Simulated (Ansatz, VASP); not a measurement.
Two plane-wave programs on Zn7S8

```
S Zn
1.0
     5.76931   -3.33091    0.00000
     1.92310   -1.11030   -9.44929
     7.69241    6.66182    0.00000
S Zn
16 14
Direct
  0.10214 0.97541 0.93574
  0.08808 0.73443 0.00356
  0.47633 0.75221 0.20318
  0.87716 0.75369 0.40435
  0.28164 0.75275 0.60103
  0.68473 0.74923 0.80316
  0.52493 0.41349 0.00655
  0.91691 0.41809 0.20561
  0.31780 0.42032 0.40641
  0.72153 0.41850 0.60400
  0.12453 0.41601 0.80284
  0.32390 0.08839 0.99775
  0.69225 0.08538 0.20580
  0.09273 0.08629 0.39943
  0.50363 0.08521 0.60471
  0.91375 0.08994 0.78541
  0.39775 0.00247 0.21093
  0.78553 0.00521 0.39845
  0.20835 0.00198 0.58909
  0.60791 0.99706 0.79823
  0.21047 0.34225 0.00623
  0.61276 0.32590 0.21068
  0.01753 0.33442 0.40350
  0.41891 0.33321 0.60219
  0.81436 0.34007 0.80456
  0.45127 0.66144 0.00308
  0.83270 0.66869 0.20882
  0.23765 0.66847 0.40306
  0.64140 0.66822 0.60245
  0.04756 0.66434 0.79810
```

Alike in both runs: functional PBE; k mesh 2 × 2 × 2; occupations gaussian, width 0.01 eV; no spin polarisation.

Ansatz relaxed the structure, and its values are those at the end. VASP's run is a single point on that final structure, the one shown.

|  | VASP | Ansatz |
| --- | --- | --- |
| version | VASP 6.6.1 | Ansatz 0.2.0 |
| potentials or method | VASP PAW PBE potentials, release 64 (S, Zn), cutoff 520 eV | scalar-relativistic, plane waves, PAW |
| valence electrons in the cell | 264 | 264 |

```csv
,VASP,Ansatz,Ansatz less VASP
gap on the k mesh at the Fermi level (eV),1.51,1.50,-0.013
least direct gap on the mesh (eV),1.55,1.54,-0.013
rms of the force components (eV/Å),0.007,0.004,-0.0031
```

With one functional, cell and mesh, what is left measures potentials, basis and numerics.

The k mesh is coarse, so the values compare programs but aren't converged.
